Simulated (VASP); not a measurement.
Set up this calculation in VASP 6.6.1, as the native input.

| Quantity | Value |
| --- | --- |
| Task | relaxation of cell and atoms |
| Functional | PBE |
| Potentials or basis | VASP PAW PBE potentials, release 64 (Te) |
| Cutoff | 600 eV |
| k mesh | 14 × 14 × 8 |
| Occupations | fermi-dirac, width 0.05 eV |
| Spin | no spin polarisation |
| Dipole correction | no |
| Further INCAR settings | ALGO = Normal; EDIFF = 1e-06; IBRION = 2; EDIFFG = -0.005; NSW = 45; ISIF = 3 |

The structure of Te lies in POSCAR:

```
Te
1.0
    4.0618720085      0.0000000000      0.0000000000
   -2.0309360043      3.5176843462      0.0000000000
    0.0000000000      0.0000000000      4.3973957759
Te
2
Direct
    0.3333333333      0.6666666667      0.2500000000
    0.6666666667      0.3333333333      0.7500000000
```

This isn't the form of Te at room conditions, which is trigonal, of chains.

These files were run (other wordings do the same):

INCAR

```
ALGO = Normal
EDIFF = 1E-6
EDIFFG = -0.005
ENCUT = 600
GGA = PE
IBRION = 2
ISIF = 3
ISMEAR = -1
LASPH = True
LCHARG = False
LREAL = False
LWAVE = False
NELM = 60
NSW = 45
PREC = Accurate
SIGMA = 0.05
```

KPOINTS

```
k-points
0
Gamma
  14 14 8
```

Potentials or basis: VASP PAW PBE potentials, release 64 (Te).

The run is started by

```console
$ cat potpaw_PBE.64/Te/POTCAR > POTCAR
$ mpirun -np 1 vasp_std > vasp.out
```

It gave:

```json
{
  "Relaxed volume": "31.40 Å³/atom",
  "Relaxed cell": "a = 4.061 Å, b = 4.061 Å, c = 4.396 Å, α = 90.00°, β = 90.00°, γ = 120.00°",
  "Space group after relaxing (to 0.1 Å)": "P6_3/mmc (No. 194)",
  "Energy gained by relaxing": "0.0 meV/atom",
  "Ionic steps": "3",
  "Pressure after relaxing": "0.0 GPa",
  "Band gap on the k mesh": "zero (bands 6 and 7 overlap by 2.08 eV)"
}
```

Caveat: spin-orbit coupling is left out, which moves the levels of the heavy elements.

It took 38 s on 1 thread of AMD EPYC 9R45 96-Core Processor (Zen 5) (shared host), peak memory 0.22 GiB.
